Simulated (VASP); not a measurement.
# Cs (P6/mmm) in VASP: further runs, part 2 of 4

VASP 6.6.1. Earlier steps stand in the parts before.

### 3 Single point, PBE (106.46 Å³/atom)

Input file INCAR:

```
SYSTEM = Cs
ALGO = Normal
EDIFF = 1E-6
ENCUT = 520
GGA = PE
ISIF = 2
ISMEAR = -1
LASPH = .TRUE.
LCHARG = .FALSE.
LREAL = .FALSE.
LWAVE = .FALSE.
NBANDS = 20
NELM = 80
PREC = Accurate
SIGMA = 0.08
```

Input file KPOINTS:

```
k-points
0
G
  4 4 6
  0 0 0
```

Input file POSCAR:

```
Cs
1.0
    8.5273560836      0.0000000000      0.0000000000
   -4.2636780418      7.3849069956      0.0000000000
    0.0000000000      0.0000000000      5.0715815515
Cs
3
Direct
    0.0000000000      0.0000000000      0.0000000000
    0.3333333333      0.6666666667      0.5000000000
    0.6666666667      0.3333333333      0.5000000000
```

Potentials or basis: VASP PAW PBE potentials, release 64 (Cs_sv).

On the command line:

```
cat potpaw_PBE.64/Cs_sv/POTCAR > POTCAR
mpirun -np 1 vasp_std > vasp.out
```

OUTCAR:

```text
SYSTEM = Cs
   EDIFF = 1E-6
   ENCUT = 520
   GGA = PE
   ISIF = 2
   ISMEAR = -1
   LASPH = .TRUE.
   LREAL = .FALSE.
   NELM = 80
   PREC = Accurate

 ion  position               nearest neighbor table
   1  0.000  0.000  0.000-
   2  0.333  0.667  0.500-
   3  0.667  0.333  0.500-

  LATTYP: Found a hexagonal cell.
 ALAT       =     8.5273560836
 C/A-ratio  =     0.5947425558

  Lattice vectors:

 A1 = (   8.5273560836,   0.0000000000,   0.0000000000)
 A2 = (  -4.2636780418,   7.3849069956,   0.0000000000)
 A3 = (   0.0000000000,   0.0000000000,   5.0715815515)

Analysis of symmetry for initial positions (statically):
=====================================================================
 Subroutine PRICEL returns:
 Original cell was already a primitive cell.

 Routine SETGRP: Setting up the symmetry group for a
 hexagonal supercell.

 Subroutine GETGRP returns: Found 24 space group operations
 (whereof 24 operations were pure point group operations)
 out of a pool of 24 trial point group operations.

The static configuration has the point symmetry D_6h.

Analysis of symmetry for dynamics (positions and initial velocities):
=====================================================================
 Subroutine PRICEL returns:
 Original cell was already a primitive cell.

 Routine SETGRP: Setting up the symmetry group for a
 hexagonal supercell.

 Subroutine GETGRP returns: Found 24 space group operations
 (whereof 24 operations were pure point group operations)
 out of a pool of 24 trial point group operations.

The dynamic configuration has the point symmetry D_6h.

 Subroutine INISYM returns: Found 24 space group operations
 (whereof 24 operations are pure point group operations),
 and found     1 'primitive' translations

----------------------------------------------------------------------------------------

                                     Primitive cell

  volume of cell :     319.3764

  direct lattice vectors                    reciprocal lattice vectors
     8.527356084  0.000000000  0.000000000     0.117269643  0.067705660  0.000000000
    -4.263678042  7.384906996  0.000000000     0.000000000  0.135411319  0.000000000
     0.000000000  0.000000000  5.071581551     0.000000000  0.000000000  0.197177151

  length of vectors
     8.527356084  8.527356084  5.071581551     0.135411319  0.135411319  0.197177151

  position of ions in fractional coordinates (direct lattice)
     0.000000000  0.000000000  0.000000000
     0.333333333  0.666666667  0.500000000
     0.666666667  0.333333333  0.500000000

  ion indices of the primitive-cell ions
   primitive index   ion index
                 1           1
                 2           2
                 3           3

----------------------------------------------------------------------------------------

 KPOINTS: k-points

Automatic generation of k-mesh.
 Grid dimensions read from file:
 generate k-points for:    4    4    6

 Generating k-lattice:

  Cartesian coordinates                     Fractional coordinates (reciprocal lattice)
     0.029317411  0.016926415  0.000000000     0.250000000  0.000000000  0.000000000
     0.000000000  0.033852830  0.000000000     0.000000000  0.250000000  0.000000000
     0.000000000  0.000000000  0.032862858     0.000000000  0.000000000  0.166666667

  Length of vectors
     0.033852830  0.033852830  0.032862858

  Shift w.r.t. Gamma in fractional coordinates (k-lattice)
     0.000000000  0.000000000  0.000000000

 Subroutine IBZKPT returns following result:
 ===========================================

 Found     16 irreducible k-points:

 Following reciprocal coordinates:
            Coordinates               Weight
  0.000000  0.000000  0.000000      1.000000
  0.250000 -0.000000  0.000000      6.000000
  0.500000 -0.000000  0.000000      3.000000
  0.250000  0.250000  0.000000      6.000000
  0.000000  0.000000  0.166667      2.000000
  0.250000 -0.000000  0.166667     12.000000
[... 8 lines left out ...]
  0.500000 -0.000000  0.500000      3.000000
  0.250000  0.250000  0.500000      6.000000
   k-points           NKPTS =     16   k-points in BZ     NKDIM =     16   number of bands    NBANDS=     20
   number of dos      NEDOS =    301   number of ions     NIONS =      3
   total plane-waves  NPLWV = 163840
   dimension x,y,z NGX =    64 NGY =   64 NGZ =   40
   dimension x,y,z NGXF=   128 NGYF=  128 NGZF=   80
   ions per type =               3
   NGX,Y,Z   is equivalent  to a cutoff of  12.48, 12.48, 13.11 a.u.
   NGXF,Y,Z  is equivalent  to a cutoff of  24.95, 24.95, 26.22 a.u.
 SYSTEM =  Cs
   PREC   = accura    normal or accurate (medium, high low for compatibility)
   ISTART =      0    job   : 0-new  1-cont  2-samecut
   ICHARG =      2    charge: 1-file 2-atom 10-const
   ISPIN  =      1    spin polarized calculation?
   LNONCOLLINEAR =      F non collinear calculations
   LSORBIT =      F    spin-orbit coupling
   LASPH  =      T    aspherical Exc in radial PAW
   ENCUT  =  520.0 eV  38.22 Ry    6.18 a.u.  15.86 15.86  9.43*2*pi/ulx,y,z
   NELM   =     80;   NELMIN=  2; NELMDL= -5     # of ELM steps
   EDIFF  = 0.1E-05   stopping-criterion for ELM
   LREAL  =      F    real-space projection
   EDIFFG = 0.1E-04   stopping-criterion for IOM
   NSW    =      0    number of steps for IOM
   IBRION =     -1    ionic relax: 0-MD 1-quasi-New 2-CG
   NFREE  =      0    steps in history (QN), initial steepest desc. (CG)
   ISIF   =      2    stress and relaxation
   ISYM   =      2    0-nonsym 1-usesym 2-fastsym
   POTIM  = 0.5000    time-step for ionic-motion
   TEBEG  =    0.0;   TEEND  =   0.0 temperature during run
   PSTRESS=    0.0 pullay stress
   NELECT =      27.0000    total number of electrons
   NUPDOWN=      -1.0000    fix difference up-down
   EMIN   =  10.00;   EMAX   =-10.00  energy-range for DOS
   EFERMI =   0.00;   METHOD = LEGACY
   ISMEAR =    -1;   SIGMA  =   0.08  broadening in eV -4-tet -1-fermi 0-gaus
   EFERMI_NEDOS =   21; number of points for ismear=-14 and -15
   IALGO  =     38    algorithm
   IMIX   =      4    mixing-type and parameters
     AMIX     =   0.40;   BMIX     =  1.00
     AMIX_MAG =   1.60;   BMIX_MAG =  1.00
  volume/ion in A,a.u.               =     106.46       718.42
  Fermi-wavevector in a.u.,A,eV,Ry     =   0.718503  1.357773  7.023957  0.516246
  Thomas-Fermi vector in A             =   1.807458
   LORBIT       =      0    0 simple, 1 ext, 2 COOP (PROOUT), +10 PAW based schemes
   GGA     = PE    functional components
   LHFCALC =     F    Hartree Fock is set to
   AEXX    =    0.0000 exact exchange contribution
   IVDW    =     0    specifies the selected vdW correction
   LEPSILON=     F    determine dielectric tensor
   LRPA    =     F    only Hartree local field effects (RPA)
 non-spin polarized calculation
  energy-cutoff  :      520.00
  volume of cell :      319.38
 maximum number of plane-waves:      8647
 NGX is ok and might be reduce to    64
   NGX = 31   NGY = 31   NGZ = 19

 number of electron      27.0000002 magnetization

 Free energy of the ion-electron system (eV)
  ---------------------------------------------------
  ext. energy  EPLUGINS =         0.00000000
  ---------------------------------------------------
  free energy    TOTEN  =        -2.54427712 eV

  energy without entropy =       -2.46866826  energy(sigma->0) =       -2.50647269

 E-fermi :   0.6624     XC(G=0):  -5.6035

 val. band max:        0.6423945871   @ k =   0.5000  -0.0000   0.0000
 cond. band min:       0.6696875205   @ k =   0.2500  -0.0000   0.0000
 fundamental gap:      0.0272929334
 Fermi energy:         0.6623890293

 k-point     1 :       0.0000    0.0000    0.0000
  band No.  band energies     occupation
      1     -23.2031      2.00000
      2     -23.1905      2.00000
      3     -23.1030      2.00000
      4     -10.0816      2.00000
      5     -10.0816      2.00000
      6      -9.9843      2.00000
[... 12 lines left out ...]
     19       1.7003      0.00000
     20       2.8854      0.00000
[... 323 lines left out ...]
 k-point    16 :       0.2500    0.2500    0.5000
  band No.  band energies     occupation
      1     -23.1932      2.00000
      2     -23.1891      2.00000
      3     -23.0974      2.00000
      4     -10.0909      2.00000
      5     -10.0899      2.00000
      6     -10.0747      2.00000
[... 12 lines left out ...]
     19       2.3426      0.00000
     20       2.6152      0.00000

------------------------ aborting loop because EDIFF is reached ----------------------------------------

  FORCE on cell =-STRESS in cart. coord.  units (eV):
  Direction    XX          YY          ZZ          XY          YZ          ZX
  --------------------------------------------------------------------------------------
  -------------------------------------------------------------------------------------
  Total        0.4519531      0.4519531      0.4430777      0.0000000      0.0000000      0.0000000
  in kB        2.2672587      2.2672587      2.2227347      0.0000000      0.0000000      0.0000000
  external PRESSURE =       2.2524174 kB  Pullay stress =       0.0000000 kB

 VOLUME and BASIS-vectors are now :
 -----------------------------------------------------------------------------
  energy-cutoff  :      520.00
  volume of cell :      319.38
      direct lattice vectors                 reciprocal lattice vectors
     8.527356084  0.000000000  0.000000000     0.117269643  0.067705660  0.000000000
    -4.263678042  7.384906996  0.000000000     0.000000000  0.135411319  0.000000000
     0.000000000  0.000000000  5.071581551     0.000000000  0.000000000  0.197177151

 POSITION                                       TOTAL-FORCE (eV/Angst)
 -----------------------------------------------------------------------------------
      0.00000      0.00000      0.00000         0.000000      0.000000      0.000000
     -0.00000      4.92327      2.53579         0.000000     -0.000000      0.000000
      4.26368      2.46164      2.53579        -0.000000      0.000000      0.000000
 -----------------------------------------------------------------------------------
    total drift:                                0.000000     -0.000000      0.000000

  FREE ENERGIE OF THE ION-ELECTRON SYSTEM (eV)
  ---------------------------------------------------
  free  energy   TOTEN  =        -2.5442771178 eV

  energy  without entropy=       -2.4686682560  energy(sigma->0) =       -2.50647269
```

OSZICAR:

```text
N       E                     dE             d eps       ncg     rms          rms(c)
DAV:   1     0.210684203725E+03    0.21068E+03   -0.89630E+03   640   0.985E+02
DAV:   2     0.280084998026E+02   -0.18268E+03   -0.17849E+03   844   0.174E+02
DAV:   3    -0.190115136579E+01   -0.29910E+02   -0.29794E+02   748   0.758E+01
DAV:   4    -0.253582921855E+01   -0.63468E+00   -0.63370E+00   772   0.143E+01
DAV:   5    -0.254265211750E+01   -0.68229E-02   -0.68200E-02   896   0.133E+00    0.240E-01
DAV:   6    -0.254232422200E+01    0.32790E-03   -0.54438E-03   828   0.335E-01    0.158E-01
DAV:   7    -0.254385091515E+01   -0.15267E-02   -0.96976E-03   832   0.447E-01    0.704E-02
DAV:   8    -0.254426891505E+01   -0.41800E-03   -0.66184E-04   808   0.126E-01    0.119E-02
DAV:   9    -0.254427760818E+01   -0.86931E-05   -0.25727E-05   884   0.217E-02    0.606E-03
DAV:  10    -0.254427711778E+01    0.49040E-06   -0.35381E-06   640   0.788E-03
   1 F= -.25442771E+01 E0= -.25064727E+01  d E =-.756089E-01
```

Run time: 1.7 min. Hardware: 1 thread of Intel Xeon 6975P-C (Granite Rapids), shared host; peak memory 0.43 GiB.

What came out:

```
Free energy            : -2.5443 eV
Pressure               : 0.2 GPa
Band gap on the k mesh : zero (an odd number of electrons rules out a gap without spin polarisation)
```

Caveat: spin-orbit coupling is left out, which moves the levels of the heavy elements.

### 4 Single point, PBE (106.46 Å³/atom)

Input file INCAR:

```
ALGO = Normal
EDIFF = 1E-7
ENCUT = 520
GGA = PE
ISIF = 2
ISMEAR = -1
LASPH = True
LCHARG = True
LELF = True
LREAL = False
LVHAR = True
LWAVE = False
NBANDS = 20
NELM = 60
PREC = Accurate
SIGMA = 0.08
```

Input file KPOINTS:

```
k-points
0
Gamma
  4 4 6
```

POSCAR is that of step 3.

Potentials or basis: VASP PAW PBE potentials, release 64 (Cs_sv).

On the command line:

```
cat potpaw_PBE.64/Cs_sv/POTCAR > POTCAR
mpirun -np 1 vasp_std > vasp.out
```

OUTCAR:

```text
EDIFF = 1E-7
   ENCUT = 520
   GGA = PE
   ISIF = 2
   ISMEAR = -1
   LASPH = True
   LREAL = False
   NELM = 60
   PREC = Accurate

 ion  position               nearest neighbor table
   1  0.000  0.000  0.000-
   2  0.333  0.667  0.500-
   3  0.667  0.333  0.500-

  LATTYP: Found a hexagonal cell.
 ALAT       =     8.5273560836
 C/A-ratio  =     0.5947425558

[... 546 lines left out ...]
     20       2.6121      0.00000

------------------------ aborting loop because EDIFF is reached ----------------------------------------

  FORCE on cell =-STRESS in cart. coord.  units (eV):
  Direction    XX          YY          ZZ          XY          YZ          ZX
  --------------------------------------------------------------------------------------
  -------------------------------------------------------------------------------------
  Total        0.4508183      0.4508183      0.4413079      0.0000000      0.0000000      0.0000000
  in kB        2.2615661      2.2615661      2.2138564      0.0000000      0.0000000      0.0000000
  external PRESSURE =       2.2456629 kB  Pullay stress =       0.0000000 kB

 VOLUME and BASIS-vectors are now :
 -----------------------------------------------------------------------------
  energy-cutoff  :      520.00
  volume of cell :      319.38
      direct lattice vectors                 reciprocal lattice vectors
     8.527356084  0.000000000  0.000000000     0.117269643  0.067705660  0.000000000
    -4.263678042  7.384906996  0.000000000     0.000000000  0.135411319  0.000000000
     0.000000000  0.000000000  5.071581551     0.000000000  0.000000000  0.197177151

 POSITION                                       TOTAL-FORCE (eV/Angst)
 -----------------------------------------------------------------------------------
      0.00000      0.00000      0.00000         0.000000      0.000000      0.000000
     -0.00000      4.92327      2.53579        -0.000000     -0.000000     -0.000000
      4.26368      2.46164      2.53579         0.000000      0.000000      0.000000
 -----------------------------------------------------------------------------------
    total drift:                                0.000000     -0.000000      0.000000

  FREE ENERGIE OF THE ION-ELECTRON SYSTEM (eV)
  ---------------------------------------------------
  free  energy   TOTEN  =        -2.5442770074 eV

  energy  without entropy=       -2.4686651975  energy(sigma->0) =       -2.50647110
```

It took 89 s on 1 thread of Intel Xeon 6975P-C (Granite Rapids), shared host; peak memory 0.43 GiB.

Results:

```
Free energy            : -2.5443 eV
Pressure               : 0.2 GPa
Band gap on the k mesh : zero (an odd number of electrons rules out a gap without spin polarisation)
```

Caveat: spin-orbit coupling is left out, which moves the levels of the heavy elements.

(Continued in part 3 of 4.)
